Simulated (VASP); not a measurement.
Input of a VASP 6.6.1 run:

The input INCAR:

```
PREC = Accurate ; ENCUT = 520
EDIFF = 1E-6 ; ISMEAR = 0
SIGMA = 0.05 ; LREAL = False
LASPH = True ; NELM = 100
ALGO = Normal ; ISIF = 2
LWAVE = False ; LCHARG = False
GGA = PE ; NBANDS = 16
```

File KPOINTS:

```
regular mesh
0
Gamma
  9 9 6
```

File POSCAR:

```
AlN
1.0
    3.1298889821      0.0000000000      0.0000000000
   -1.5649444910      2.7105633695      0.0000000000
    0.0000000000      0.0000000000      5.0169562974
Al N
2 2
Direct
    0.3052173201      0.6666666667      0.0017290859
    0.6947826799      0.3333333333      0.5017290859
    0.3582006313      0.6666666667      0.3832709141
    0.6417993687      0.3333333333      0.8832709141
```

Potentials or basis: VASP PAW PBE potentials, release 64 (Al, N).

The run is started by

```sh
$ cat potpaw_PBE.64/Al/POTCAR potpaw_PBE.64/N/POTCAR > POTCAR
$ mpirun -np 1 vasp_std > vasp.out
```

Task: Estimate the largest force.

Result: 0.492 eV/Å.

Task: Predict the pressure.

Result: -0.4 GPa.

Task: Estimate the band gap on the k mesh.

Result: 3.96 eV.

Stress tensor (GPa, compression positive):
```
-0.88 -0.36  0.00
-0.36 -0.15  0.00
 0.00  0.00 -0.05
```

Caveat: the cell differs from its parent crystal (atoms displaced along a vibrational mode).
